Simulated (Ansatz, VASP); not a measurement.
# Al3RuN: VASP beside Ansatz

File INCAR:

```
SYSTEM = Al3RuN
ALGO = Normal
EDIFF = 1E-6
EDIFFG = -0.08
ENCUT = 600
GGA = PE
IBRION = 2
ISIF = 3
ISMEAR = 0
ISPIN = 2
LASPH = .TRUE.
LCHARG = .FALSE.
LMAXMIX = 4
LORBIT = 11
LREAL = .FALSE.
LWAVE = .FALSE.
MAGMOM = 0 0 0 1 0
NELM = 150
NSW = 36
PREC = Accurate
SIGMA = 0.2
```

The input KPOINTS:

```
k-points
0
G
  5 5 2
  0 0 0
```

Contents of POSCAR:

```
Al3RuN
1.0
    3.0000000000      0.0000000000      0.0000000000
    0.0000000000      3.0000000000      0.0000000000
    0.0000000000      0.0000000000      7.4500000000
Al Ru N
3 1 1
Direct
    0.5000000000      0.5000000000      0.7200000000
    0.5000000000      0.5000000000      0.2800000000
    0.0000000000      0.0000000000      0.0000000000
    0.0000000000      0.0000000000      0.5000000000
    0.5000000000      0.5000000000      0.0000000000
```

Input for Ansatz:

```yaml
crystal:
  lattice:
    - [3.0, 0.0, 0.0]
    - [0.0, 3.0, 0.0]
    - [0.0, 0.0, 7.45]
  atoms:
    - { symbol: Al, position: [0.5, 0.5, 0.72] }
    - { symbol: Al, position: [0.5, 0.5, 0.28] }
    - { symbol: Al, position: [0.0, 0.0, 0.0] }
    - { symbol: Ru, position: [0.0, 0.0, 0.5], spin: 1.0 }
    - { symbol: "N", position: [0.5, 0.5, 0.0] }
basis:
  ecutwfc: 420
kpoints:
  mp_grid: { grid: [5, 5, 2] }
hamiltonian:
  xc: pbe
scf:
  occupations: { method: gaussian, width: 0.2 }
  lower_state_search: "off"
output:
  forces: true
  stress: true
  eigenvalues: true
  populations: true
magnetization:
  spin_polarized: true
relax:
  adjacent_minimum: "off"
  f_tol: 0.08
  max_steps: 16
  cell: { stress_tol: 0.8 }
```

Alike in both runs: task relaxation of cell and atoms; functional PBE; k mesh 5 × 5 × 2; occupations gaussian, width 0.2 eV; collinear spin.

```csv
,VASP,Ansatz
version,VASP 6.6.1,Ansatz 0.2.0
potentials or method,"VASP PAW PBE potentials, release 64 (Al, Ru_pv, N), cutoff 600 eV","scalar-relativistic, plane waves, PAW"
valence electrons in the cell,28,30
```

```tsv
	VASP	Ansatz	Ansatz less VASP
gap on the k mesh at the Fermi level, each at its own relaxed structure (eV)	0.55	0.54	-0.010
net moment per atom (μB)	0.00	0.00	0.000
relaxed volume (Å³/atom)	12.11	12.13	+0.019
relaxed length of the cell vector where the two differ most in proportion (Å)	3.029	3.033	+0.0036
```

VASP's potentials hold 28 valence electrons a cell and Ansatz's 30, so a difference there can come from the potentials and not from the codes. Ansatz's warnings: seeded moment not kept.

The k mesh is coarse, so the values compare programs but aren't converged.
